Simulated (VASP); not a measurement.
# NaGa12O18 (a cell with a defect) (Na interstitial hop between voids) in VASP: further runs

NaGa12O18 (a cell with a defect) (Na interstitial hop between voids) is run at these levels: PBE; tasks: single point.

All numbers are computed with VASP 6.6.1; they aren't measurements. Logs are shortened: lines on timing, memory, paths and dates and some standing lists are left out, and cuts for length are marked.

## (1) The cell of the first run

The cell holds a defect, 31 atoms: a = 9.250 Å, b = 5.877 Å, c = 6.416 Å, α = 103.29°, β = 103.90°, γ = 90.00°.

## (2) Single point, PBE

INCAR reads:

```
  PREC = Accurate
  ENCUT = 520
  EDIFF = 1E-6
  ISMEAR = -1
  SIGMA = 0.01
  LREAL = Auto
  LASPH = True
  NELM = 80
  ALGO = Normal
  ISIF = 2
  LWAVE = False
  LCHARG = False
  GGA = PE
  NBANDS = 156
  NELECT = 270.0
```

KPOINTS reads:

```
Automatic mesh
0
Gamma
  1 1 1
  0.25 0.25 0.25
```

POSCAR reads:

```
NaGa12O18
1.0
    0.0000000000      9.2496621800      0.0000000000
   -1.3977182400      0.0000000000      5.7085775500
    6.2279771500     -1.5416103600      0.0067278600
Ga O Na
12 18 1
Direct
    0.1209817240      0.6725282902      0.6802601508
    0.2259137156      0.3072924803      0.3149787222
    0.3054233258      0.2027089185      0.8148573568
    0.0290649670      0.7980397025      0.1295204407
    0.4437097525      0.6879651087      0.6726665271
    0.5517121560      0.3101023948      0.3132905996
    0.6332699684      0.2031026346      0.8136906041
    0.3650646980      0.7904727277      0.1852310280
    0.7745331291      0.6739674355      0.6898498499
    0.8833803142      0.3487385258      0.3068265264
    0.9773518231      0.2207295779      0.8535285865
    0.6781747681      0.7927868729      0.1562987248
    0.1791769802      0.7191031877     -0.0016985527
    0.1749481714      0.2604737680      0.9970008778
    0.2720840477      0.4286723609      0.6403453453
    0.0471485951      0.5922201829      0.3432665444
    0.0498331998      0.1145168807      0.2920736396
    0.2753786135      0.8908713816      0.6607410440
    0.4890369204      0.7349541951     -0.0072665913
    0.4985811105      0.2575852154      0.9896903950
    0.6081829223      0.4324397301      0.6468333126
    0.3936105329      0.5582178009      0.3461815233
    0.3913598414      0.1026951614      0.3301251415
    0.6120131874      0.8887858480      0.6726369093
    0.8265770575      0.7315335814      0.0088738727
    0.8253509868      0.2673833368      0.9911006028
    0.9436166565      0.4195990889      0.6484757282
    0.7274842115      0.5841453526      0.3525094553
    0.7183479074      0.1104480394      0.3117671934
    0.9586471659      0.8866746574      0.7519439274
    0.9151270483      0.9426683841      0.4453056067
```

Potentials or basis: VASP PAW PBE potentials, release 64 (Ga_d, O, Na_pv).

Command:

```console
> cat potpaw_PBE.64/Ga_d/POTCAR potpaw_PBE.64/O/POTCAR potpaw_PBE.64/Na_pv/POTCAR > POTCAR
> mpirun -np 1 vasp_std > vasp.out
```

OUTCAR:

```text
PREC = Accurate
   ENCUT = 520
   EDIFF = 1E-6
   ISMEAR = -1
   LREAL = Auto
   LASPH = True
   NELM = 80
   ISIF = 2
   GGA = PE
   NELECT = 270.0

 ion  position               nearest neighbor table
   1  0.121  0.673  0.680-  13 1.93  18 1.97  15 2.02  30 2.03  16 2.05  27 2.15  31 2.85
   2  0.226  0.307  0.315-  14 1.93  17 1.94  23 1.94  15 1.98  22 2.08  16 2.36
   3  0.305  0.203  0.815-  20 1.85  14 1.85  18 1.86  15 1.91
   4  0.029  0.798  0.130-  13 1.80  25 1.85  17 1.90  16 2.01  31 2.48
   5  0.444  0.688  0.673-  19 1.95  24 1.95  18 1.96  22 2.00  15 2.14  21 2.15
   6  0.552  0.310  0.313-  29 1.94  23 1.96  20 1.97  21 2.03  22 2.08  28 2.22
   7  0.633  0.203  0.814-  24 1.85  26 1.85  20 1.85  21 1.89
   8  0.365  0.790  0.185-  13 1.83  23 1.84  19 1.86  22 1.88
   9  0.775  0.674  0.690-  25 1.93  24 1.96  30 2.02  21 2.02  28 2.04  27 2.18
  10  0.883  0.349  0.307-  26 1.91  16 2.02  28 2.02  27 2.07  17 2.07  29 2.08  31 2.72
  11  0.977  0.221  0.854-  26 1.82  14 1.83  30 1.91  27 1.92  31 2.68
  12  0.678  0.793  0.156-  19 1.80  25 1.84  29 1.89  28 1.93  31 2.51
  13  0.179  0.719  0.998-   4 1.80   8 1.83   1 1.93
  14  0.175  0.260  0.997-  11 1.83   3 1.85   2 1.93
  15  0.272  0.429  0.640-   3 1.91   2 1.98   1 2.02   5 2.14
  16  0.047  0.592  0.343-   4 2.01  10 2.02   1 2.05   2 2.36
  17  0.050  0.115  0.292-   4 1.90   2 1.94  10 2.07  31 2.14
  18  0.275  0.891  0.661-   3 1.86   5 1.96   1 1.97
  19  0.489  0.735  0.993-  12 1.80   8 1.86   5 1.95
  20  0.499  0.258  0.990-   3 1.85   7 1.85   6 1.97
  21  0.608  0.432  0.647-   7 1.89   9 2.02   6 2.03   5 2.15
  22  0.394  0.558  0.346-   8 1.88   5 2.00   6 2.08   2 2.08
  23  0.391  0.103  0.330-   8 1.84   2 1.94   6 1.96
  24  0.612  0.889  0.673-   7 1.85   5 1.95   9 1.96
  25  0.827  0.732  0.009-  12 1.84   4 1.85   9 1.93
  26  0.825  0.267  0.991-  11 1.82   7 1.85  10 1.91
  27  0.944  0.420  0.648-  11 1.92  10 2.07   1 2.15   9 2.18
  28  0.727  0.584  0.353-  12 1.93  10 2.02   9 2.04   6 2.22
  29  0.718  0.110  0.312-  12 1.89   6 1.94  10 2.08  31 2.16
  30  0.959  0.887  0.752-  11 1.91  31 2.01   9 2.02   1 2.03
  31  0.915  0.943  0.445-  30 2.01  17 2.14  29 2.16   4 2.48  12 2.51  11 2.68  10 2.72   1 2.85

  LATTYP: Found a triclinic cell.
 ALAT       =     5.8771994966
 B/A-ratio  =     1.6412011407
 C/A-ratio  =     2.7541529852
 COS(alpha) =     0.0064926560
 COS(beta)  =     0.5439765005
 COS(gamma) =     0.7621873503

  Lattice vectors:

 A1 = (   1.3977182400,   0.0000000000,  -5.7085775500)
 A2 = (   7.6256953900,  -1.5416103600,  -5.7018496900)
 A3 = (  -9.6605178200,  -6.1664414600, -11.4306108200)

Analysis of symmetry for initial positions (statically):
[... 167 lines left out ...]
   POTIM  = 0.5000    time-step for ionic-motion
   TEBEG  =    0.0;   TEEND  =   0.0 temperature during run
   PSTRESS=    0.0 pullay stress
   NELECT =     270.0000    total number of electrons
   NUPDOWN=      -1.0000    fix difference up-down
   EMIN   =  10.00;   EMAX   =-10.00  energy-range for DOS
   EFERMI =   0.00;   METHOD = LEGACY
   ISMEAR =    -1;   SIGMA  =   0.01  broadening in eV -4-tet -1-fermi 0-gaus
   EFERMI_NEDOS =   21; number of points for ismear=-14 and -15
   IALGO  =     38    algorithm
   IMIX   =      4    mixing-type and parameters
     AMIX     =   0.40;   BMIX     =  1.00
     AMIX_MAG =   1.60;   BMIX_MAG =  1.00
  volume/ion in A,a.u.               =      10.61        71.61
  Fermi-wavevector in a.u.,A,eV,Ry     =   1.532819  2.896608 31.967351  2.349534
  Thomas-Fermi vector in A             =   2.639972
   LORBIT       =      0    0 simple, 1 ext, 2 COOP (PROOUT), +10 PAW based schemes
   GGA     = PE    functional components
   LHFCALC =     F    Hartree Fock is set to
   AEXX    =    0.0000 exact exchange contribution
   IVDW    =     0    specifies the selected vdW correction
   LEPSILON=     F    determine dielectric tensor
   LRPA    =     F    only Hartree local field effects (RPA)
 non-spin polarized calculation
  energy-cutoff  :      520.00
  volume of cell :      328.94
 maximum number of plane-waves:      8866
 NGX is ok and might be reduce to    70
   NGX = 35   NGY = 21   NGZ = 23

 number of electron     270.0000023 magnetization

 Free energy of the ion-electron system (eV)
  ---------------------------------------------------
  ext. energy  EPLUGINS =         0.00000000
  ---------------------------------------------------
  free energy    TOTEN  =      -185.07029047 eV

  energy without entropy =     -185.07029047  energy(sigma->0) =     -185.07029047

 E-fermi :   3.9980     XC(G=0): -11.4974

 val. band max:        3.6605422191   @ k =   0.2500   0.2500   0.2500
 cond. band min:       7.7756451650   @ k =   0.2500   0.2500   0.2500
 fundamental gap:      4.1151029459
 Fermi energy:         3.9979913140

 k-point     1 :       0.2500    0.2500    0.2500
  band No.  band energies     occupation
      1     -17.9258      2.00000
      2     -17.7751      2.00000
      3     -17.7576      2.00000
      4     -14.6939      2.00000
      5     -14.5265      2.00000
      6     -14.3407      2.00000
[... 139 lines left out ...]
    146      10.7137      0.00000
    147      11.2255      0.00000
 [bands above 147 left out]

------------------------ aborting loop because EDIFF is reached ----------------------------------------

  FORCE on cell =-STRESS in cart. coord.  units (eV):
  Direction    XX          YY          ZZ          XY          YZ          ZX
  --------------------------------------------------------------------------------------
  -------------------------------------------------------------------------------------
  Total        7.1934824      5.4629122     -5.3843374      0.3615105     -0.0492151      2.0790397
  in kB       35.0375820     26.6084247    -26.2257073      1.7608237     -0.2397138     10.1264616
  external PRESSURE =      11.8067665 kB  Pullay stress =       0.0000000 kB

 VOLUME and BASIS-vectors are now :
 -----------------------------------------------------------------------------
  energy-cutoff  :      520.00
  volume of cell :      328.94
      direct lattice vectors                 reciprocal lattice vectors
     0.000000000  9.249662180  0.000000000     0.026753887  0.108112056  0.006550563
    -1.397718240  0.000000000  5.708577550    -0.000189185  0.000000000  0.175128666
     6.227977150 -1.541610360  0.006727860     0.160523321  0.000000000  0.039303377

 POSITION                                       TOTAL-FORCE (eV/Angst)
 -----------------------------------------------------------------------------------
      3.29664      0.07034      3.84376         0.008342     -0.002079      0.001952
      1.53217      1.60405      1.75632        -0.012452     -0.013624      0.015072
      4.79158      1.56887      1.16266        -0.006498     -0.000932     -0.001501
     -0.30878      0.06917      4.55654        -0.016825      0.011168     -0.005995
      3.22777      3.06718      3.93183         0.011619      0.000234     -0.003436
      1.51773      4.62018      1.77235        -0.014926      0.004509      0.005161
[... 23 lines left out ...]
      3.44377      7.70796      5.06671         0.058106     -0.004881     -0.011007
      1.45577      7.77813      5.38429        -0.032299      0.000106     -0.004060
 -----------------------------------------------------------------------------------
    total drift:                                0.002868     -0.010569     -0.003790

  FREE ENERGIE OF THE ION-ELECTRON SYSTEM (eV)
  ---------------------------------------------------
  free  energy   TOTEN  =      -185.0702904663 eV

  energy  without entropy=     -185.0702904663  energy(sigma->0) =     -185.07029047
```

Run time: 80 s. Hardware: 1 thread of Intel Xeon 6975P-C (Granite Rapids), shared host; peak memory 0.38 GiB.

What came out:

```yaml
Free_energy: -185.0703 eV
Largest_force: 0.059 eV/Å
```

Forces in eV/Å, atoms in the order of the input:
```
Ga   0.008 -0.002  0.002
Ga  -0.012 -0.014  0.015
Ga  -0.006 -0.001 -0.002
Ga  -0.017  0.011 -0.006
Ga   0.012  0.000 -0.003
Ga  -0.015  0.005  0.005
Ga  -0.004  0.000 -0.006
Ga   0.004 -0.002  0.003
Ga   0.001  0.005 -0.001
Ga   0.000  0.000 -0.022
Ga   0.012 -0.006  0.010
Ga  -0.010 -0.014 -0.004
O    0.004  0.008 -0.011
O   -0.001 -0.001  0.004
O    0.016  0.004 -0.004
O   -0.009  0.019 -0.001
O    0.004  0.005  0.011
O   -0.026 -0.006  0.016
O   -0.011 -0.002 -0.008
O    0.013  0.003  0.009
O    0.009 -0.003 -0.003
O   -0.012  0.004 -0.001
O    0.021  0.000 -0.012
O   -0.020  0.007  0.012
O    0.010 -0.001 -0.004
O   -0.001 -0.002  0.003
O   -0.005  0.000  0.001
O   -0.003 -0.009  0.004
O    0.013 -0.001  0.009
O    0.058 -0.005 -0.011
Na  -0.032  0.000 -0.004
```

Caveat: the k points lie up to 1.10 Å⁻¹ apart; the cell carries a net charge on a neutralising background, which shifts energy and pressure; the cell is charged against a uniform background, so pressure and absolute levels hang on convention.

## (3) Single point, PBE

INCAR reads:

```
ALGO     = Normal         # electronic algorithm
EDIFF    = 1E-6           # SCF threshold, eV
ENCUT    = 520            # plane-wave cutoff, eV
GGA      = PE             # functional
ISIF     = 2              # what is computed and relaxed
ISMEAR   = -1             # smearing method
LASPH    = True           # aspherical terms in the spheres
LCHARG   = True           # write CHGCAR
LELF     = True           # ELF
LREAL    = Auto         
LVHAR    = True         
LWAVE    = False          # write WAVECAR
NBANDS   = 156            # bands
NELECT   = 270.0        
NELM     = 60             # most SCF steps
PREC     = Accurate       # precision mode
SIGMA    = 0.01           # smearing width, eV
```

KPOINTS is that of step 2.

POSCAR reads:

```
NaGa12O18
1.0
    0.0000000000      9.2496621800      0.0000000000
   -1.3977182400      0.0000000000      5.7085775500
    6.2279771500     -1.5416103600      0.0067278600
Ga O Na
12 18 1
Direct
    0.1166663676      0.6518346182      0.6929712421
    0.2255740619      0.3260900736      0.3100475907
    0.3220012098      0.2073440725      0.8437463034
    0.0228181097      0.7792665511      0.1466980310
    0.4483689948      0.6899014988      0.6864992979
    0.5563831866      0.3121187379      0.3271620971
    0.6350521510      0.2095201489      0.8144970954
    0.3667571015      0.7969689477      0.1860468471
    0.7742402735      0.6927702761      0.6848199076
    0.8790184245      0.3273242207      0.3194948582
    0.9709829423      0.2020114862      0.8703167214
    0.6946334453      0.7972499430      0.1848540593
    0.1746425262      0.7326791985      0.0087092042
    0.1734943801      0.2684576077      0.9910213857
    0.2726167255      0.4159619298      0.6474921729
    0.0565299115      0.5801725821      0.3513971824
    0.0414724629      0.1132930581      0.2478785687
    0.2818046011      0.8897364147      0.6880396379
    0.5014810307      0.7423557694      0.0100822212
    0.5111418500      0.2650130200      1.0071243002
    0.6064866612      0.4418453954      0.6536169970
    0.3918710771      0.5676446690      0.3529648639
    0.3880416865      0.1113209072      0.3270752248
    0.6087468940      0.8973017792      0.6696407600
    0.8252429338      0.7399679766      0.0028360296
    0.8209281976      0.2811658008      1.0015198539
    0.9529172311      0.4080183082      0.6566103258
    0.7280038783      0.5713011567      0.3593994886
    0.7246531555      0.1090892424      0.3390595290
    0.9502365734      0.8857424510      0.7073440683
    1.0853101478      1.0590357093      0.5551415122
```

Potentials or basis: VASP PAW PBE potentials, release 64 (Ga_d, O, Na_pv).

Command:

```console
> cat potpaw_PBE.64/Ga_d/POTCAR potpaw_PBE.64/O/POTCAR potpaw_PBE.64/Na_pv/POTCAR > POTCAR
> mpirun -np 1 vasp_std > vasp.out
```

OUTCAR:

```text
EDIFF = 1E-6
   ENCUT = 520
   GGA = PE
   ISIF = 2
   ISMEAR = -1
   LASPH = True
   LREAL = Auto
   NELECT = 270.0
   NELM = 60
   PREC = Accurate

 ion  position               nearest neighbor table
   1  0.117  0.652  0.693-  13 1.91  27 2.02  15 2.03  30 2.07  16 2.07  18 2.08  31 2.73
   2  0.226  0.326  0.310-  14 1.93  23 1.96  17 2.02  22 2.02  15 2.04  16 2.18
   3  0.322  0.207  0.844-  20 1.80  14 1.84  18 1.89  15 1.93  31 2.51
   4  0.023  0.779  0.147-  13 1.82  25 1.83  17 1.91  16 1.92  31 2.68
   5  0.448  0.690  0.686-  18 1.94  24 1.96  19 1.97  22 2.03  21 2.08  15 2.22
   6  0.556  0.312  0.327-  20 1.95  23 1.95  29 1.96  21 2.00  28 2.14  22 2.15
[... 413 lines left out ...]
  in kB       35.2437916     26.9055711    -25.9715892      1.8467876     -0.2368535     10.1816110
  external PRESSURE =      12.0592578 kB  Pullay stress =       0.0000000 kB

 VOLUME and BASIS-vectors are now :
 -----------------------------------------------------------------------------
  energy-cutoff  :      520.00
  volume of cell :      328.94
      direct lattice vectors                 reciprocal lattice vectors
     0.000000000  9.249662180  0.000000000     0.026753887  0.108112056  0.006550563
    -1.397718240  0.000000000  5.708577550    -0.000189185  0.000000000  0.175128666
     6.227977150 -1.541610360  0.006727860     0.160523321  0.000000000  0.039303377

 POSITION                                       TOTAL-FORCE (eV/Angst)
 -----------------------------------------------------------------------------------
      3.40473      0.01083      3.72571        -0.001701     -0.000739      0.012150
      1.47519      1.60851      1.86360        -0.004202     -0.008724      0.005387
      4.96502      1.67767      1.18932         0.013150      0.016710      0.009081
     -0.17556     -0.01509      4.44949        -0.011413      0.001407     -0.008917
      3.31121      3.08895      3.94297         0.014997     -0.005356     -0.004663
      1.60130      4.64200      1.78396        -0.011178      0.001543      0.003567
[... 23 lines left out ...]
      3.16730      7.69892      5.06109        -0.006002     -0.001334     -0.010061
      3.37489     -0.06672      0.34074         0.029673     -0.002082     -0.012639
 -----------------------------------------------------------------------------------
    total drift:                                0.002165      0.005633     -0.002054

  FREE ENERGIE OF THE ION-ELECTRON SYSTEM (eV)
  ---------------------------------------------------
  free  energy   TOTEN  =      -185.0703337823 eV

  energy  without entropy=     -185.0703337823  energy(sigma->0) =     -185.07033378
```

OSZICAR:

```text
N       E                     dE             d eps       ncg     rms          rms(c)
DAV:   1     0.545588912015E+04    0.54559E+04   -0.10289E+05   336   0.316E+03
DAV:   2     0.133690849740E+04   -0.41190E+04   -0.38465E+04   312   0.982E+02
DAV:   3    -0.233651325616E+02   -0.13603E+04   -0.12939E+04   392   0.355E+02
DAV:   4    -0.198120059224E+03   -0.17475E+03   -0.17157E+03   368   0.136E+02
DAV:   5    -0.211858181623E+03   -0.13738E+02   -0.13612E+02   456   0.405E+01    0.301E+01
DAV:   6    -0.184419635941E+03    0.27439E+02   -0.11213E+02   576   0.673E+01    0.864E+00
DAV:   7    -0.185226503809E+03   -0.80687E+00   -0.13596E+01   352   0.117E+01    0.617E+00
DAV:   8    -0.185133818983E+03    0.92685E-01   -0.20323E+00   480   0.100E+01    0.182E+00
DAV:   9    -0.185062331998E+03    0.71487E-01   -0.52911E-01   432   0.698E+00    0.597E-01
DAV:  10    -0.185066582529E+03   -0.42505E-02   -0.12066E-01   456   0.234E+00    0.255E-01
DAV:  11    -0.185068858727E+03   -0.22762E-02   -0.24215E-02   400   0.159E+00    0.194E-01
DAV:  12    -0.185070039199E+03   -0.11805E-02   -0.90015E-03   416   0.855E-01    0.124E-01
DAV:  13    -0.185070178605E+03   -0.13941E-03   -0.48470E-03   400   0.592E-01    0.312E-02
DAV:  14    -0.185070284200E+03   -0.10559E-03   -0.12097E-03   488   0.319E-01    0.228E-02
DAV:  15    -0.185070332368E+03   -0.48169E-04   -0.66446E-04   464   0.111E-01    0.974E-03
DAV:  16    -0.185070333316E+03   -0.94750E-06   -0.21181E-05   368   0.732E-02    0.578E-03
DAV:  17    -0.185070333840E+03   -0.52432E-06   -0.14060E-05   336   0.211E-02    0.239E-03
DAV:  18    -0.185070333782E+03    0.57858E-07   -0.28668E-06   248   0.165E-02
   1 F= -.18507033E+03 E0= -.18507033E+03  d E =-.123571E-10
```

stdout:

```text
POSCAR found type information on POSCAR GaO Na
 POSCAR found :  3 types and      31 ions
 scaLAPACK will be used
 LDA part: xc-table for (Slater+PW92), standard interpolation
 POSCAR, INCAR and KPOINTS ok, starting setup
 FFT: planning ... GRIDC
 FFT: planning ... GRID_SOFT
 FFT: planning ... GRID
 WAVECAR not read
 entering main loop
 the old and the new charge density differ
 old charge density:   271.00000 new  270.00000
    0.301E+01
```

Run time: 86 s. Hardware: 1 thread of Intel Xeon 6975P-C (Granite Rapids), shared host; peak memory 0.38 GiB.

Results:

```
Free energy   : -185.0703 eV
Largest force : 0.057 eV/Å
```

Forces in eV/Å, atoms in the order of the input:
```
Ga  -0.002 -0.001  0.012
Ga  -0.004 -0.009  0.005
Ga   0.013  0.017  0.009
Ga  -0.011  0.001 -0.009
Ga   0.015 -0.005 -0.005
Ga  -0.011  0.002  0.004
Ga  -0.003  0.001 -0.003
Ga   0.005  0.000  0.006
Ga   0.012  0.021 -0.017
Ga  -0.003  0.006  0.003
Ga   0.020 -0.008  0.010
Ga   0.008  0.007  0.003
O    0.003  0.006 -0.002
O   -0.017  0.003  0.004
O   -0.003  0.010 -0.002
O    0.002  0.001  0.003
O   -0.056 -0.001  0.010
O   -0.015 -0.007 -0.008
O   -0.013 -0.006 -0.008
O    0.011  0.006  0.009
O    0.014 -0.004 -0.001
O   -0.009  0.004  0.005
O    0.023 -0.004 -0.017
O   -0.020  0.001  0.013
O    0.003 -0.002 -0.008
O   -0.004 -0.014  0.010
O    0.007 -0.022  0.004
O   -0.015 -0.006  0.006
O    0.026  0.006 -0.015
O   -0.006 -0.001 -0.010
Na   0.030 -0.002 -0.013
```

Caveat: the k points lie up to 1.10 Å⁻¹ apart; the cell carries a net charge on a neutralising background, which shifts energy and pressure; the cell is charged against a uniform background, so pressure and absolute levels hang on convention.

[end of part 1 of 2]
